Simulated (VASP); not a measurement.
# Ir (C2/m) in VASP: further runs

The runs below take Ir through single point, with LDA.

Everything below comes from runs of VASP 6.6.1. Logs are shortened: lines on timing, memory, paths and dates and some standing lists are left out, and cuts for length are marked.

**1. The cell of the first run**

The structure is monoclinic, space group C2/m (No. 12). Conventional cell: a = 3.811 Å, b = 3.811 Å, c = 3.811 Å, α = 90.00°, β = 90.00°, γ = 90.00°. Ir (site symmetry m) has 12 Ir at 2.52 to 2.88 Å within 3.3 Å.

**2. Single point, LDA (atoms displaced along several vibrational modes)**

File INCAR:

```
ALGO = Fast ; EDIFF = 1E-6
ENCUT = 520 ; GGA = CA
ISIF = 2 ; ISMEAR = 0
LASPH = T ; LCHARG = F
LREAL = F ; LWAVE = F
NBANDS = 16 ; NELM = 80
PREC = Accurate ; SIGMA = 0.15
```

File KPOINTS:

```
k-points
0
Gamma
  16 16 12
```

File POSCAR:

```
Ir
1.0
    0.0000000000     -1.9054060557     -1.9054060557
    0.0000000000      1.9054060557     -1.9054060557
    3.8108121114      0.0000000000      0.0000000000
Ir
2
Direct
    0.5050382962      0.4949617038      0.4719219954
   -0.0050382962      0.0050382962      0.0280780046
```

Potentials or basis: VASP PAW LDA potentials, release 64 (Ir).

Launch:

```sh
> cat potpaw_LDA.64/Ir/POTCAR > POTCAR
> mpirun -np 1 vasp_std > vasp.out
```

OUTCAR:

```text
EDIFF = 1E-6
   ENCUT = 520
   GGA = CA
   ISIF = 2
   ISMEAR = 0
   LASPH = T
   LREAL = F
   NELM = 80
   PREC = Accurate

 ion  position               nearest neighbor table
   1  0.505  0.495  0.472-   2 2.52   2 2.55   2 2.55   2 2.58   2 2.82   2 2.85   2 2.85   2 2.88

   2  0.995  0.005  0.028-   1 2.52   1 2.55   1 2.55   1 2.58   1 2.82   1 2.85   1 2.85   1 2.88

  LATTYP: Found a simple tetragonal cell.
 ALAT       =     2.6946510858
 C/A-ratio  =     1.4142135624

  Lattice vectors:

 A1 = (   0.0000000000,  -1.9054060557,  -1.9054060557)
 A2 = (   0.0000000000,   1.9054060557,  -1.9054060557)
 A3 = (   3.8108121114,   0.0000000000,   0.0000000000)

Analysis of symmetry for initial positions (statically):
=====================================================================
 Subroutine PRICEL returns:
 Original cell was already a primitive cell.

 Routine SETGRP: Setting up the symmetry group for a
 simple tetragonal supercell.

 Subroutine GETGRP returns: Found  4 space group operations
 (whereof  2 operations were pure point group operations)
 out of a pool of 16 trial point group operations.

The static configuration has the point symmetry C_1h.
 The point group associated with its full space group is C_2h.

Analysis of symmetry for dynamics (positions and initial velocities):
=====================================================================
 Subroutine PRICEL returns:
 Original cell was already a primitive cell.

 Routine SETGRP: Setting up the symmetry group for a
 simple tetragonal supercell.

 Subroutine GETGRP returns: Found  4 space group operations
 (whereof  2 operations were pure point group operations)
 out of a pool of 16 trial point group operations.

The dynamic configuration has the point symmetry C_1h.
 The point group associated with its full space group is C_2h.

 Subroutine INISYM returns: Found  4 space group operations
 (whereof  2 operations are pure point group operations),
 and found     1 'primitive' translations

----------------------------------------------------------------------------------------

                                     Primitive cell

  volume of cell :      27.6709

  direct lattice vectors                    reciprocal lattice vectors
     0.000000000 -1.905406056 -1.905406056     0.000000000 -0.262411258 -0.262411258
     0.000000000  1.905406056 -1.905406056     0.000000000  0.262411258 -0.262411258
     3.810812111  0.000000000  0.000000000     0.262411258  0.000000000  0.000000000

  length of vectors
     2.694651086  2.694651086  3.810812111     0.371105560  0.371105560  0.262411258

  position of ions in fractional coordinates (direct lattice)
     0.505038296  0.494961704  0.471921995
     0.994961704  0.005038296  0.028078005

  ion indices of the primitive-cell ions
   primitive index   ion index
                 1           1
                 2           2

----------------------------------------------------------------------------------------

 KPOINTS: k-points

Automatic generation of k-mesh.
 Grid dimensions read from file:
 generate k-points for:   16   16   12

 Generating k-lattice:

  Cartesian coordinates                     Fractional coordinates (reciprocal lattice)
     0.000000000 -0.016400704 -0.016400704     0.062500000  0.000000000  0.000000000
     0.000000000  0.016400704 -0.016400704     0.000000000  0.062500000  0.000000000
     0.021867605  0.000000000  0.000000000     0.000000000  0.000000000  0.083333333

  Length of vectors
     0.023194097  0.023194097  0.021867605

  Shift w.r.t. Gamma in fractional coordinates (k-lattice)
     0.000000000  0.000000000  0.000000000

 Subroutine IBZKPT returns following result:
 ===========================================

 Found    826 irreducible k-points:

 Following reciprocal coordinates:
            Coordinates               Weight
  0.000000  0.000000  0.000000      1.000000
  0.062500  0.000000  0.000000      4.000000
  0.125000  0.000000  0.000000      4.000000
  0.187500  0.000000  0.000000      4.000000
  0.250000  0.000000  0.000000      4.000000
  0.312500  0.000000  0.000000      4.000000
[... 16 lines left out ...]
 -0.062500  0.437500  0.000000      4.000000
  0.500000  0.062500  0.000000      4.000000
 [... further k-points ...]
   k-points           NKPTS =    826   k-points in BZ     NKDIM =    826   number of bands    NBANDS=     16
   number of dos      NEDOS =    301   number of ions     NIONS =      2
   total plane-waves  NPLWV =  11200
   dimension x,y,z NGX =    20 NGY =   20 NGZ =   28
   dimension x,y,z NGXF=    40 NGYF=   40 NGZF=   56
   ions per type =               2
   NGX,Y,Z   is equivalent  to a cutoff of  12.34, 12.34, 12.21 a.u.
   NGXF,Y,Z  is equivalent  to a cutoff of  24.68, 24.68, 24.43 a.u.
 SYSTEM =  unknown system
   PREC   = accura    normal or accurate (medium, high low for compatibility)
   ISTART =      0    job   : 0-new  1-cont  2-samecut
   ICHARG =      2    charge: 1-file 2-atom 10-const
   ISPIN  =      1    spin polarized calculation?
   LNONCOLLINEAR =      F non collinear calculations
   LSORBIT =      F    spin-orbit coupling
   LASPH  =      T    aspherical Exc in radial PAW
   ENCUT  =  520.0 eV  38.22 Ry    6.18 a.u.   5.01  5.01  7.09*2*pi/ulx,y,z
   NELM   =     80;   NELMIN=  2; NELMDL= -5     # of ELM steps
   EDIFF  = 0.1E-05   stopping-criterion for ELM
   LREAL  =      F    real-space projection
[... 7 lines left out ...]
   TEBEG  =    0.0;   TEEND  =   0.0 temperature during run
   PSTRESS=    0.0 pullay stress
   NELECT =      18.0000    total number of electrons
   NUPDOWN=      -1.0000    fix difference up-down
   EMIN   =  10.00;   EMAX   =-10.00  energy-range for DOS
   EFERMI =   0.00;   METHOD = LEGACY
   ISMEAR =     0;   SIGMA  =   0.15  broadening in eV -4-tet -1-fermi 0-gaus
   EFERMI_NEDOS =   21; number of points for ismear=-14 and -15
   IALGO  =     68    algorithm
   IMIX   =      4    mixing-type and parameters
     AMIX     =   0.40;   BMIX     =  1.00
     AMIX_MAG =   1.60;   BMIX_MAG =  1.00
  volume/ion in A,a.u.               =      13.84        93.37
  Fermi-wavevector in a.u.,A,eV,Ry     =   1.418485  2.680548 27.376284  2.012100
  Thomas-Fermi vector in A             =   2.539606
   LORBIT       =      0    0 simple, 1 ext, 2 COOP (PROOUT), +10 PAW based schemes
   GGA     = CA    functional components
   LHFCALC =     F    Hartree Fock is set to
   AEXX    =    0.0000 exact exchange contribution
   IVDW    =     0    specifies the selected vdW correction
   LEPSILON=     F    determine dielectric tensor
   LRPA    =     F    only Hartree local field effects (RPA)
 non-spin polarized calculation
 RMM-DIIS sequential band-by-band and
 Gauss-broadening in eV      SIGMA  =   0.15
  energy-cutoff  :      520.00
  volume of cell :       27.67
 maximum number of plane-waves:       776
   NGX = 11   NGY = 11   NGZ = 15

 number of electron      18.0000002 magnetization

 Free energy of the ion-electron system (eV)
  ---------------------------------------------------
  ext. energy  EPLUGINS =         0.00000000
  ---------------------------------------------------
  free energy    TOTEN  =       -20.31259906 eV

  energy without entropy =      -20.29217013  energy(sigma->0) =      -20.30238459

 E-fermi :  10.8080     XC(G=0): -14.2422

 val. band max:       10.8006252938   @ k =  -0.4375  -0.3750   0.0833
 cond. band min:      10.8092714409   @ k =   0.4375   0.3750   0.0833
 fundamental gap:      0.0086461471
 Fermi energy:        10.8079764743

 k-point     1 :       0.0000    0.0000    0.0000
  band No.  band energies     occupation
      1      -0.6366      2.00000
      2       2.4417      2.00000
      3       2.8397      2.00000
      4       6.5626      2.00000
      5       6.5735      2.00000
      6       6.7820      2.00000
[... 8 lines left out ...]
     15      22.6094      0.00000
     16      25.1910      0.00000

 k-point     2 :       0.0625    0.0000    0.0000
  band No.  band energies     occupation
      1      -0.5166      2.00000
      2       2.5283      2.00000
      3       2.9255      2.00000
      4       6.5116      2.00000
      5       6.6070      2.00000
      6       6.8365      2.00000
[... 8 lines left out ...]
     15      22.9125      0.00000
     16      25.4271      0.00000

 k-point     3 :       0.1250    0.0000    0.0000
  band No.  band energies     occupation
      1      -0.1661      2.00000
      2       2.7327      2.00000
      3       3.2181      2.00000
      4       6.3535      2.00000
      5       6.7185      2.00000
      6       6.9742      2.00000
[... 8 lines left out ...]
     15      23.7612      0.00000
     16      26.0383      0.00000

 k-point     4 :       0.1875    0.0000    0.0000
  band No.  band energies     occupation
      1       0.3873      2.00000
      2       2.9779      2.00000
      3       3.7312      2.00000
      4       6.1453      2.00000
      5       6.8874      2.00000
      6       7.0499      2.00000
[... 8 lines left out ...]
     15      25.0198      0.00000
     16      26.9142      0.00000

 k-point     5 :       0.2500    0.0000    0.0000
  band No.  band energies     occupation
      1       1.0987      2.00000
      2       3.2476      2.00000
      3       4.3656      2.00000
      4       5.9573      2.00000
      5       6.8057      2.00000
      6       7.0967      2.00000
[... 8 lines left out ...]
     15      26.5301      0.00000
     16      27.1890      0.00000

 k-point     6 :       0.3125    0.0000    0.0000
  band No.  band energies     occupation
      1       1.9060      2.00000
      2       3.5208      2.00000
      3       4.9737      2.00000
      4       5.8511      2.00000
      5       6.3212      2.00000
      6       7.2773      2.00000
[... 8 lines left out ...]
     15      26.4270      0.00000
     16      28.3192      0.00000
[... 267 lines left out ...]
 k-point    21 :      -0.0625    0.3750    0.0000
  band No.  band energies     occupation
      1       2.8105      2.00000
      2       3.8650      2.00000
      3       5.3035      2.00000
      4       5.6437      2.00000
      5       5.7353      2.00000
      6       7.2502      2.00000
[... 8 lines left out ...]
     15      25.9328      0.00000
     16      28.2620      0.00000

 k-point    22 :       0.4375    0.0625    0.0000
  band No.  band energies     occupation
      1       3.5213      2.00000
      2       4.0071      2.00000
      3       5.2823      2.00000
      4       5.3370      2.00000
      5       5.9316      2.00000
      6       6.8024      2.00000
[... 8 lines left out ...]
     15      25.7181      0.00000
     16      27.4735      0.00000

 k-point    23 :      -0.0625    0.4375    0.0000
  band No.  band energies     occupation
      1       3.5219      2.00000
      2       4.0067      2.00000
      3       5.2859      2.00000
      4       5.3345      2.00000
      5       5.9335      2.00000
      6       6.8001      2.00000
[... 8 lines left out ...]
     15      25.7174      0.00000
     16      27.4772      0.00000

 k-point    24 :       0.5000    0.0625    0.0000
  band No.  band energies     occupation
      1       3.9450      2.00000
      2       3.9599      2.00000
      3       5.1755      2.00000
      4       5.2134      2.00000
      5       6.2487      2.00000
      6       6.4206      2.00000
[... 8 lines left out ...]
     15      26.2235      0.00000
     16      26.5440      0.00000

 [... further k-points ...]
[... 5 lines left out ...]
  --------------------------------------------------------------------------------------
  -------------------------------------------------------------------------------------
  Total        2.4775108      2.1420662      2.0771408      0.5307304      0.0000000      0.0000000
  in kB      143.4509836    124.0283172    120.2690592     30.7299572      0.0000000      0.0000000
  external PRESSURE =     129.2494533 kB  Pullay stress =       0.0000000 kB

 VOLUME and BASIS-vectors are now :
 -----------------------------------------------------------------------------
  energy-cutoff  :      520.00
  volume of cell :       27.67
      direct lattice vectors                 reciprocal lattice vectors
     0.000000000 -1.905406056 -1.905406056     0.000000000 -0.262411258 -0.262411258
     0.000000000  1.905406056 -1.905406056     0.000000000  0.262411258 -0.262411258
     3.810812111  0.000000000  0.000000000     0.262411258  0.000000000  0.000000000

 POSITION                                       TOTAL-FORCE (eV/Angst)
 -----------------------------------------------------------------------------------
      1.79841     -0.01920     -1.90541         3.281810      0.405639      0.000000
      0.10700     -1.88621     -1.90541        -3.281810     -0.405639      0.000000
 -----------------------------------------------------------------------------------
    total drift:                                0.000000      0.000000     -0.000000

  FREE ENERGIE OF THE ION-ELECTRON SYSTEM (eV)
  ---------------------------------------------------
  free  energy   TOTEN  =       -20.3125990595 eV

  energy  without entropy=      -20.2921701254  energy(sigma->0) =      -20.30238459
```

It took 4.5 min on 1 thread of Intel Xeon 8259CL, shared host; peak memory 0.39 GiB.

Results:

| Property | Result |
| --- | --- |
| Free energy | -20.3126 eV |
| Pressure | 12.9 GPa |
| Largest force | 3.307 eV/Å |
| Band gap on the k mesh | zero (bands 9 and 10 overlap by 2.73 eV) |

Forces in eV/Å, atoms in the order of the input:
```
Ir   3.282  0.406  0.000
Ir  -3.282 -0.406  0.000
```

Stress tensor (GPa, compression positive):
```
14.35  3.07  0.00
 3.07 12.40  0.00
 0.00  0.00 12.03
```

Caveat: the cell differs from its parent crystal (atoms displaced along several vibrational modes); the cell stands under pressure; spin-orbit coupling is left out, which moves the levels of the heavy elements; forces of over 1 eV/Å act on the atoms, so gaps and moduli don't describe the material at rest.

**3. Single point, LDA (atoms displaced along several vibrational modes)**

File INCAR:

```
SYSTEM = Ir
ALGO = Fast
EDIFF = 1E-6
ENCUT = 520
GGA = CA
ISIF = 2
ISMEAR = 0
LASPH = .True.
LCHARG = .True.
LELF = .True.
LREAL = .False.
LVHAR = .True.
LWAVE = .False.
NBANDS = 16
NELM = 60
PREC = Accurate
SIGMA = 0.15
```

File KPOINTS:

```
k-points
0
Gamma
  16 16 12
  0 0 0
```

File POSCAR:

```
Ir
1.0
    0.0000000000     -1.9054060557     -1.9054060557
    0.0000000000      1.9054060557     -1.9054060557
    3.8108121114      0.0000000000      0.0000000000
Ir
2
Direct
    0.5151148885      0.4848851115      0.4831531972
   -0.0151148885      0.0151148885      0.0168468028
```

Potentials or basis: VASP PAW LDA potentials, release 64 (Ir).

Launch:

```sh
> cat potpaw_LDA.64/Ir/POTCAR > POTCAR
> mpirun -np 1 vasp_std > vasp.out
```

Run time: 4.3 min. Hardware: 1 thread of Intel Xeon 8259CL, shared host; peak memory 0.39 GiB.

Results (log left out):

* Free energy: -20.4776 eV
* Pressure: 8.0 GPa
* Largest force: 2.197 eV/Å
* Band gap on the k mesh: zero (bands 9 and 10 overlap by 2.97 eV)

Forces on the atoms (eV/Å):
```
Ir   1.934  1.042  0.000
Ir  -1.934 -1.042  0.000
```

Stress tensor (GPa, compression positive):
```
9.80 5.49 0.00
5.49 8.79 0.00
0.00 0.00 5.52
```

Levels at points of the mesh, in eV from the Fermi level:
| k point | band 5 | band 6 | band 7 | band 8 | band 9 | band 10 | band 11 | band 12 | band 13 | band 14 |
| --- | --- | --- | --- | --- | --- | --- | --- | --- | --- | --- |
| (0.00, 0.00, 0.00) | -4.16 | -3.96 | -1.42 | -1.31 | 0.86 | 1.36 | 1.51 | 1.95 | 10.60 | 11.89 |
| (0.50, 0.00, 0.00) | -4.86 | -4.38 | -2.85 | -2.80 | -1.44 | -0.81 | 2.65 | 3.21 | 10.94 | 11.93 |
| (0.50, 0.50, 0.00) | 0.50 | 0.84 | 1.34 | 1.42 | 1.44 | 1.50 | 1.73 | 2.15 | 10.50 | 10.64 |
| (0.00, 0.00, 0.50) | -3.90 | -2.85 | -2.37 | -2.07 | -1.56 | -1.50 | -0.62 | 0.15 | 16.44 | 17.43 |
| (0.50, 0.00, 0.50) | -4.17 | -4.06 | -0.91 | -0.79 | 0.77 | 0.84 | 0.94 | 1.07 | 7.24 | 7.44 |
| (0.50, 0.50, 0.50) | -4.61 | -4.60 | -1.76 | -1.73 | 1.47 | 1.49 | 7.78 | 8.19 | 8.51 | 8.98 |

Caveat: the cell differs from its parent crystal (atoms displaced along several vibrational modes); the cell stands under pressure; spin-orbit coupling is left out, which moves the levels of the heavy elements; forces of over 1 eV/Å act on the atoms, so gaps and moduli don't describe the material at rest.

**4. Single point, LDA (atoms displaced along several vibrational modes)**

File INCAR:

```
SYSTEM = Ir
PREC = Accurate
ENCUT = 560
EDIFF = 1E-6
ISMEAR = 0
SIGMA = 0.15
LREAL = .FALSE.
LASPH = .TRUE.
NELM = 120
ALGO = Normal
ISIF = 2
LWAVE = .FALSE.
LCHARG = .FALSE.
GGA = CA
NBANDS = 24
GGA_COMPAT = .FALSE.
```

File KPOINTS:

```
regular mesh
0
G
  16 16 12
  0 0 0
```

File POSCAR:

```
Ir
1.0
    0.0000000000     -1.9054060557     -1.9054060557
    0.0000000000      1.9054060557     -1.9054060557
    3.8108121114      0.0000000000      0.0000000000
Ir
2
Direct
    0.5151148885      0.4848851115      0.4775375963
   -0.0151148885      0.0151148885      0.0224624037
```

Potentials or basis: VASP PAW LDA potentials, release 64 (Ir_sv_GW).

Launch:

```sh
> cat potpaw_LDA.64/Ir_sv_GW/POTCAR > POTCAR
> mpirun -np 1 vasp_std > vasp.out
```

Wall time 3.1 min (1 thread of AMD EPYC 9R45 (Zen 5), shared host); peak memory 0.55 GiB.

Results (log left out):

| Property | Result |
| --- | --- |
| Free energy | -21.5455 eV |
| Pressure | 7.5 GPa |
| Largest force | 2.835 eV/Å |
| Band gap on the k mesh | zero (bands 17 and 18 overlap by 2.83 eV) |

Forces on the atoms (eV/Å):
```
Ir   2.607  1.114  0.000
Ir  -2.607 -1.114  0.000
```

Stress tensor (GPa, compression positive):
```
9.67 7.36 0.00
7.36 8.11 0.00
0.00 0.00 4.68
```

Levels at points of the mesh, in eV from the Fermi level:
```
           k point  band 13  band 14  band 15  band 16  band 17  band 18  band 19  band 20  band 21  band 22
(0.00, 0.00, 0.00)    -4.21    -3.94    -1.52    -1.41     0.85     1.32     1.49     2.10    10.46    11.67
(0.50, 0.00, 0.00)    -4.78    -4.30    -3.07    -2.99    -1.28    -0.70     2.60     3.18    10.57    11.56
(0.50, 0.50, 0.00)     0.47     0.80     1.29     1.34     1.40     1.47     1.72     2.13    10.42    10.50
(0.00, 0.00, 0.50)    -4.11    -2.92    -2.54    -1.93    -1.46    -1.40    -0.81     0.24    15.65    17.02
(0.50, 0.00, 0.50)    -4.20    -4.03    -0.97    -0.81     0.68     0.84     0.97     1.08     7.11     7.38
(0.50, 0.50, 0.50)    -4.48    -4.47    -1.75    -1.71     1.43     1.46     7.55     8.07     8.26     8.81
```

Caveat: the cell differs from its parent crystal (atoms displaced along several vibrational modes); the cell stands under pressure; spin-orbit coupling is left out, which moves the levels of the heavy elements; forces of over 1 eV/Å act on the atoms, so gaps and moduli don't describe the material at rest.

**5. Summary**

```csv
potentials or basis,cell,cutoff (eV),gap on the mesh (eV),pressure (GPa),largest force (eV/Å)
"VASP PAW LDA potentials, release 64 (Ir)","as given, atomic positions A",520,none,12.9,3.31
"VASP PAW LDA potentials, release 64 (Ir)","as given, atomic positions B",520,none,8.0,2.20
"VASP PAW LDA potentials, release 64 (Ir_sv_GW)","as given, atomic positions C",560,none,7.5,2.84
```

Alike in all rows: task single point; level LDA; no spin polarisation; k mesh 16 × 16 × 12; smearing gaussian 0.15 eV.

Caveats: the cell stands under pressure; spin-orbit coupling is left out, which moves the levels of the heavy elements; forces of over 1 eV/Å act on the atoms, so gaps and moduli don't describe the material at rest.

Absolute energies hang on the potentials; compare differences alone.
